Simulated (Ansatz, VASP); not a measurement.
**Two plane-wave programs on SnTe**

```
CELL_PARAMETERS angstrom
0.00000 3.58398 3.58398
3.58398 0.00000 3.58398
3.58398 3.58398 0.00000
ATOMIC_POSITIONS crystal
Sn 0.00000 0.00000 0.00000
Te 0.25000 0.25000 0.25000
```

Alike in both runs: task single point; functional r2SCAN; k mesh 4 × 4 × 4; occupations fermi-dirac, width 0.02 eV; no spin polarisation.

```csv
,VASP,Ansatz
version,VASP 6.6.1,Ansatz 0.2.0
potentials or method,"VASP PAW PBE potentials, release 64 (Sn_d, Te)",plane waves
plane-wave cutoff (eV),520,500
valence electrons in the cell,20,30
```

```tsv
	VASP	Ansatz	Ansatz less VASP
pressure (GPa)	-0.2	-0.2	+0.02
```

VASP's potentials were made for PBE, not for r2SCAN. VASP's potentials hold 20 valence electrons a cell and Ansatz's 30, so a difference there can come from the potentials and not from the codes.

Neither program's run includes spin-orbit coupling.
